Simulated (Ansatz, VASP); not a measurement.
**Zn in VASP and in Ansatz**

```
Zn
1.0
    -1.91242    1.91242    1.66530
     1.91242   -1.91242    1.66530
     1.91242    1.91242   -1.66530
Zn
1
Direct
  0.00000 0.00000 0.00000
```

Alike in both runs: task single point; functional PBE; k mesh 8 × 8 × 8; occupations gaussian, width 0.1 eV; no spin polarisation.

```csv
,VASP,Ansatz
version,VASP 6.6.1,Ansatz 0.2.0
potentials or method,"VASP PAW PBE potentials, release 64 (Zn), cutoff 500 eV","scalar-relativistic, plane waves, PAW"
valence electrons in the cell,12,12
```

|  | VASP | Ansatz | Ansatz less VASP |
| --- | --- | --- | --- |
| gap on the k mesh at the Fermi level (eV) | none | none | - |
| pressure (GPa) | -7.1 | -7.1 | -0.01 |

A gap of «none» marks a metal or a gap that the smearing closes.
